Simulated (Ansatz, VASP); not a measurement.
**Si4O in VASP and in Ansatz**

The input INCAR:

```
  PREC = Accurate
  ENCUT = 520
  EDIFF = 1E-7
  ISMEAR = 0
  SIGMA = 0.05
  LREAL = False
  LASPH = True
  NELM = 150
  ALGO = Normal
  ISIF = 2
  LWAVE = False
  LCHARG = True
  ISPIN = 2
  MAGMOM = 0 0 0 0 2
  LORBIT = 11
  LDIPOL = True
  IDIPOL = 3
  DIPOL = 0.5 0.5 0.326
  GGA = PE
  IVDW = 12
  LELF = True
  LVHAR = True
  LVACPOTAV = True
  NBANDS = 23
```

KPOINTS

```
Automatic mesh
0
Gamma
  7 7 1
```

Contents of POSCAR:

```
Si4O
1.0
    3.8333442603      0.0000000000      0.0000000000
    0.0000000000      3.8333442603      0.0000000000
    0.0000000000      0.0000000000     21.2034818054
Si O
4 1
Direct
    0.0000000000      0.5000000000      0.1886482624
    0.0000000000      0.0000000000      0.2525666261
    0.5000000000      0.0000000000      0.3191936744
    0.5000000000      0.5000000000      0.3821769405
    0.5000000000      0.6250000000      0.4859334849
```

Input for Ansatz:

```yaml
crystal:
  lattice:
    - [3.8333442603, 0.0, 0.0]
    - [0.0, 3.8333442603, 0.0]
    - [0.0, 0.0, 21.2034818054]
  atoms:
    - { symbol: Si, position: [0.0, 0.5, 0.1886482624] }
    - { symbol: Si, position: [0.0, 0.0, 0.2525666261] }
    - { symbol: Si, position: [0.5, 0.0, 0.3191936744] }
    - { symbol: Si, position: [0.5, 0.5, 0.3821769405] }
    - { symbol: O, position: [0.5, 0.625, 0.4859334849], spin: 2.0 }
basis:
  ecutwfc: 420
kpoints:
  mp_grid: { grid: [7, 7, 1] }
hamiltonian:
  xc: pbe
  pseudopotentials: { kind: paw, azcp: { folder: soft_1 } }
  dispersion: d3bj
scf:
  occupations: { method: gaussian, width: 0.05 }
output:
  forces: true
  eigenvalues: true
  populations: true
magnetization:
  spin_polarized: true
efield:
  axis: 3
  dipole_correction: true
  ramp_width: 0.04
```

Alike in both runs: task single point; functional PBE; dispersion D3(BJ); k mesh 7 × 7 × 1; occupations gaussian, width 0.05 eV; collinear spin.

```csv
,VASP,Ansatz
version,VASP 6.6.1,Ansatz 0.2.0
potentials or method,"VASP PAW PBE potentials, release 64 (Si, O), cutoff 520 eV","scalar-relativistic, plane waves, PAW"
valence electrons in the cell,22,22
```

Ansatz gave:

```
gap on the k mesh at the Fermi level (eV)                     : none
rms of the force components (eV/Å)                            : 1.508
net moment per atom (μB)                                      : 0.18
size of the moment on the site where the two differ most (μB) : 0.88
work function, face that differs most (eV)                    : 8.11
```

What did VASP give for the same quantities?

gap on the k mesh at the Fermi level (eV): none; rms of the force components (eV/Å): 1.495; net moment per atom (μB): 0.18; size of the moment on the site where the two differ most (μB): 0.77; work function, face that differs most (eV): 8.10.

Site moments also hang on the region over which each program counts them. Atom by atom the forces differ by 0.013 eV/Å (rms over components). A gap of «none» marks a metal or a gap that the smearing closes.
